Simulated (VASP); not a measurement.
A run of VASP 6.6.1 is set up as follows.

The input INCAR:

```
SYSTEM = Ba2SnF6
ALGO = Normal ; EDIFF = 1E-6
ENCUT = 520 ; GGA = PE
ISIF = 2 ; ISMEAR = 0
LASPH = .TRUE. ; LCHARG = .FALSE.
LREAL = .FALSE. ; LWAVE = .FALSE.
NBANDS = 48 ; NELM = 100
PREC = Accurate ; SIGMA = 0.1
```

The input KPOINTS:

```
k-points
0
G
  4 4 4
  0 0 0
```

Contents of POSCAR:

```
Ba2SnF6
1.0
    0.0000000000      4.3562812142      4.3562812142
    4.3562812142      0.0000000000      4.3562812142
    4.3562812142      4.3562812142      0.0000000000
Ba Sn F
2 1 6
Direct
    0.2500000000      0.2500000000      0.2500000000
    0.7500000000      0.7500000000      0.7500000000
    0.5000000000      0.5000000000      0.5000000000
    0.2386568932      0.7613431068      0.7613431068
    0.7613431068      0.2386568932      0.2386568932
    0.7613431068      0.2386568932      0.7613431068
    0.2386568932      0.7613431068      0.2386568932
    0.7613431068      0.7613431068      0.2386568932
    0.2386568932      0.2386568932      0.7613431068
```

Potentials or basis: VASP PAW PBE potentials, release 64 (Ba_sv, Sn_d, F).

Run with:

```console
$ cat potpaw_PBE.64/Ba_sv/POTCAR potpaw_PBE.64/Sn_d/POTCAR potpaw_PBE.64/F/POTCAR > POTCAR
$ mpirun -np 1 vasp_std > vasp.out
```

Question: Estimate the band gap on the k mesh.

Answer: 2.28 eV, indirect (least direct gap 2.93 eV).

Question: Estimate the largest force.

Answer: 0.014 eV/Å.

Forces in eV/Å, atoms in the order of the input:
```
Ba   0.000  0.000  0.000
Ba   0.000  0.000  0.000
Sn   0.000  0.000  0.000
F    0.014  0.000  0.000
F   -0.014  0.000  0.000
F    0.000  0.014  0.000
F    0.000 -0.014  0.000
F    0.000  0.000  0.014
F    0.000  0.000 -0.014
```

Caveat: spin-orbit coupling is left out, which moves the levels of the heavy elements. A k mesh can miss the band edges.
